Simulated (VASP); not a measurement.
**GaP: single point with LDA**

The system is GaP.

```
Ga P
1.0
     1.95588    1.12923    6.47340
    -1.95588    1.12923    6.47340
     0.00000   -2.25846    6.47340
Ga P
2 2
Cartesian
  0.0000 0.0000 10.9652
  0.0000 0.0000 8.4550
  0.0000 0.0000 18.3057
  0.0000 0.0000 1.1145
```

```yaml
Program: VASP 6.6.1
Task: single point
Functional: LDA
Potentials_or_basis: VASP PAW LDA potentials, release 64 (Ga_d, P)
Cutoff: 520 eV
k_mesh: 8 × 8 × 8
Occupations: fermi-dirac, width 0.05 eV
Spin: no spin polarisation
```

```yaml
Pressure: -5.9 GPa
Largest_force: 0.041 eV/Å
Band_gap_on_the_k_mesh: 0.71 eV (least direct gap 0.92 eV)
```

Forces in eV/Å, atoms in the order of the input:
```
Ga   0.000  0.000 -0.025
Ga   0.000  0.000  0.025
P    0.000  0.000 -0.041
P    0.000  0.000  0.041
```

Levels at points of the mesh, in eV from the valence-band top:
| k point | band 16 | band 17 | band 18 | band 19 | band 20 | band 21 |
| --- | --- | --- | --- | --- | --- | --- |
| (0.00, 0.00, 0.00) | -0.29 | 0.00 | 0.00 | 0.95 | 1.17 | 2.67 |
| (0.50, 0.00, 0.00) | -2.77 | -2.66 | -1.70 | 1.51 | 2.61 | 3.48 |
| (0.50, 0.50, 0.00) | -3.03 | -1.18 | -0.50 | 0.71 | 1.36 | 1.40 |
| (0.50, 0.50, 0.50) | -1.66 | -0.25 | -0.25 | 0.92 | 2.17 | 3.78 |

Wall time 6.6 min on 1 thread of Intel(R) Xeon(R) Platinum 8488C (Sapphire Rapids), with other jobs on the host, peak memory 0.36 GiB.

Caveat: the cell stands under tension. A k mesh can miss the band edges.
